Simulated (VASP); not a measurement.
**TiO2: single point with PBE+D3(BJ)**

TiO2:

```xyz
12
Lattice="3.8446 0.0000 0.0000 0.0000 3.8446 0.0000 0.0000 0.0000 9.7727" Properties=species:S:1:pos:R:3 pbc="T T T"
Ti   -0.0509   -0.2335   -0.8419
Ti    0.1162    1.1609    1.7662
Ti    1.9766    1.6001    4.2795
Ti    1.6910   -0.2545    6.6693
O     0.2280    1.6336    3.9862
O     0.1990   -0.6824    1.5270
O    -0.2684    1.5007   -0.0976
O    -0.0644   -0.3438    7.0116
O     1.7277   -0.2415    8.7207
O     1.9501    1.5973    6.6303
O     2.1586   -0.5050    5.0223
O     2.1999    1.3283    2.4435
```

```
Program             : VASP 6.6.1
Task                : single point
Functional          : PBE
Dispersion          : D3(BJ)
Potentials or basis : VASP PAW PBE potentials, release 64 (Ti_sv, O)
Cutoff              : 520 eV
k mesh              : 4 × 4 × 2
Occupations         : fermi-dirac, width 0.3 eV
Spin                : no spin polarisation
```

The pressure is -0.4 GPa, the largest force is 5.348 eV/Å and the band gap on the k mesh is 1.95 eV (least direct gap 2.29 eV). The dispersion energy per atom is -0.212 eV.

Forces in eV/Å, atoms in the order of the input:
```
Ti  -0.703 -1.025  0.940
Ti   0.282  0.214  0.695
Ti   0.657 -0.679  1.657
Ti   1.450  0.535  2.682
O   -0.181 -0.525 -0.163
O    0.299  2.275 -0.216
O    0.521 -0.609 -0.673
O   -1.753  0.144  1.577
O    0.834 -0.460  0.507
O   -0.531 -0.836 -0.949
O    0.205  1.472 -5.137
O   -1.080 -0.507 -0.920
```

Stress tensor (GPa, compression positive):
```
 3.32  1.54 -1.56
 1.54 -8.17  2.76
-1.56  2.76  3.62
```

Levels at points of the mesh, in eV from the valence-band top:
| k point | band 44 | band 45 | band 46 | band 47 | band 48 | band 49 | band 50 | band 51 | band 52 | band 53 |
| --- | --- | --- | --- | --- | --- | --- | --- | --- | --- | --- |
| (0.00, 0.00, 0.00) | -1.13 | -1.02 | -0.92 | -0.76 | -0.50 | 1.95 | 2.14 | 2.19 | 2.65 | 2.84 |
| (0.50, 0.00, 0.00) | -1.31 | -1.16 | -1.00 | -0.91 | -0.75 | 2.39 | 2.51 | 2.68 | 2.92 | 3.21 |
| (0.00, 0.50, 0.00) | -1.45 | -1.35 | -1.30 | -1.24 | -0.85 | 2.25 | 2.30 | 2.56 | 2.68 | 2.73 |
| (0.50, 0.50, 0.00) | -1.69 | -0.91 | -0.83 | -0.58 | 0.00 | 2.30 | 2.35 | 2.70 | 3.21 | 3.24 |
| (0.00, 0.00, 0.50) | -1.17 | -0.98 | -0.90 | -0.82 | -0.51 | 1.96 | 2.15 | 2.19 | 2.65 | 2.83 |
| (0.50, 0.00, 0.50) | -1.31 | -1.09 | -0.99 | -0.86 | -0.73 | 2.39 | 2.55 | 2.64 | 2.92 | 3.20 |
| (0.00, 0.50, 0.50) | -1.47 | -1.43 | -1.36 | -1.15 | -0.77 | 2.25 | 2.28 | 2.56 | 2.65 | 2.76 |
| (0.50, 0.50, 0.50) | -1.43 | -1.06 | -0.95 | -0.65 | -0.01 | 2.28 | 2.39 | 2.69 | 3.17 | 3.25 |

Wall time 6.3 min on 1 thread of Intel(R) Xeon(R) Platinum 8375C CPU @ 2.90GHz (Ice Lake), with other jobs on the host, peak memory 0.32 GiB.

Caveat: the atoms stand as in a frame of molecular dynamics; forces of over 1 eV/Å act on the atoms, so gaps and moduli don't describe the material at rest. A k mesh can miss the band edges.
